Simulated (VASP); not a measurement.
A run of VASP 6.6.1 is set up as follows.

The input INCAR:

```
SYSTEM = Mo16F
PREC = Accurate
ENCUT = 520
EDIFF = 1E-6
ISMEAR = -1
SIGMA = 0.15
LREAL = Auto
LASPH = .True.
NELM = 100
ALGO = Normal
ISIF = 2
LWAVE = .False.
LCHARG = .False.
GGA = PE
NBANDS = 130
```

File KPOINTS:

```
Automatic mesh
0
Gamma
  2 2 2
  0 0 0
```

The input POSCAR:

```
Mo16F
1.0
    6.3000000000      0.0000000000      0.0000000000
    0.0000000000      6.3000000000      0.0000000000
    0.0000000000      0.0000000000      6.3000000000
Mo F
16 1
Direct
   -0.0126190476     -0.0029682540     -0.0300634921
    0.5631746032     -0.0247777778      0.0237142857
    0.0125873016      0.4956190476     -0.0024126984
   -0.0173650794      0.0169206349      0.5060476190
    0.2308730159      0.2636507937      0.2730952381
    0.4890634921      0.4858412698      0.0193492063
    0.4809682540     -0.0174761905      0.5139206349
    0.7560317460      0.2546984127      0.2632380952
    0.0003650794      0.5090317460      0.5055873016
    0.2272380952      0.7368412698      0.2384603175
    0.2593968254      0.2648253968      0.7124920635
    0.5080000000      0.5006984127      0.4912222222
    0.7433333333      0.7433650794      0.2497936508
    0.7467777778      0.2650634921      0.7471904762
    0.2400952381      0.7573809524      0.7421746032
    0.7531904762      0.7556190476      0.7461111111
    0.2859841270      0.1107936508     -0.0096031746
```

Potentials or basis: VASP PAW PBE potentials, release 64 (Mo_sv, F).

Launch:

```console
$ cat potpaw_PBE.64/Mo_sv/POTCAR potpaw_PBE.64/F/POTCAR > POTCAR
$ mpirun -np 1 vasp_std > vasp.out
```

(1) Estimate the largest force.

(2) What does it give for the pressure?

## Answers

(1) 2.283 eV/Å.

(2) 18.2 GPa.

Caveat: the k points lie up to 0.50 Å⁻¹ apart, too coarse for converged energies and pressures of a metal; the atoms stand as in a frame of molecular dynamics.
